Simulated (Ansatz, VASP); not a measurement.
MoS2: VASP beside Ansatz

File INCAR:

```
SYSTEM = MoS2
PREC     = Accurate       ! precision mode
ENCUT    = 600            ! plane-wave cutoff, eV
EDIFF    = 1E-6           ! SCF threshold, eV
ISMEAR   = -1             ! smearing method
SIGMA    = 0.1            ! smearing width, eV
LREAL    = .False.        ! projectors in reciprocal space
LASPH    = .True.         ! aspherical terms in the spheres
NELM     = 80             ! most SCF steps
ALGO     = Normal         ! electronic algorithm
ISIF     = 3              ! what is computed and relaxed
LWAVE    = .False.        ! write WAVECAR
LCHARG   = .False.        ! write CHGCAR
GGA      = PS             ! functional
IBRION   = 2              ! ionic algorithm
NSW      = 100            ! ionic steps
EDIFFG   = -0.002         ! ionic threshold
```

KPOINTS

```
Automatic mesh
0
Gamma
  10 10 2
  0 0 0
```

POSCAR

```
MoS2
1.0
    3.1690000000      0.0000000000      0.0000000000
   -1.5845000000      2.7444345046      0.0000000000
    0.0000000000      0.0000000000     12.3240000000
Mo S
2 4
Direct
    0.3333333333      0.6666666667      0.2500000000
    0.6666666667      0.3333333333      0.7500000000
    0.3333333333      0.6666666667      0.6230000000
    0.6666666667      0.3333333333      0.1230000000
    0.3333333333      0.6666666667      0.8770000000
    0.6666666667      0.3333333333      0.3770000000
```

Input for Ansatz:

```yaml
crystal:
  lattice:
    - [3.169, 0.0, 0.0]
    - [-1.5845, 2.7444345046, 0.0]
    - [0.0, 0.0, 12.324]
  atoms:
    - { symbol: Mo, position: [0.333333333333, 0.666666666667, 0.25] }
    - { symbol: Mo, position: [0.666666666667, 0.333333333333, 0.75] }
    - { symbol: S, position: [0.333333333333, 0.666666666667, 0.623] }
    - { symbol: S, position: [0.666666666667, 0.333333333333, 0.123] }
    - { symbol: S, position: [0.333333333333, 0.666666666667, 0.877] }
    - { symbol: S, position: [0.666666666667, 0.333333333333, 0.377] }
kpoints:
  mp_grid: { grid: [10, 10, 2] }
scf:
  occupations: { method: fermi_dirac, width: 0.1 }
hamiltonian:
  xc: pbesol
  pseudopotentials: { kind: paw }
relax:
  f_tol: 0.002
  max_steps: 80
  cell: {}
output:
  forces: true
  stress: true
```

Alike in both runs: task relaxation of cell and atoms; functional PBEsol; k mesh 10 × 10 × 2; occupations fermi-dirac, width 0.1 eV; no spin polarisation.

|  | VASP | Ansatz |
| --- | --- | --- |
| version | VASP 6.6.1 | Ansatz 0.2.0 |
| potentials or method | VASP PAW PBE potentials, release 64 (Mo_sv, S) | PAW with Ansatz's default frozen-core files, scalar-relativistic |
| plane-wave cutoff (eV) | 600 | 420 |
| valence electrons in the cell | 52 | 52 |

```csv
,VASP,Ansatz,Ansatz less VASP
relaxed volume (Å³/atom),17.89,17.92,+0.030
relaxed cell length with the largest relative difference (Å),12.560,12.581,+0.0206
```

VASP's potentials were made for PBE, not for PBEsol.
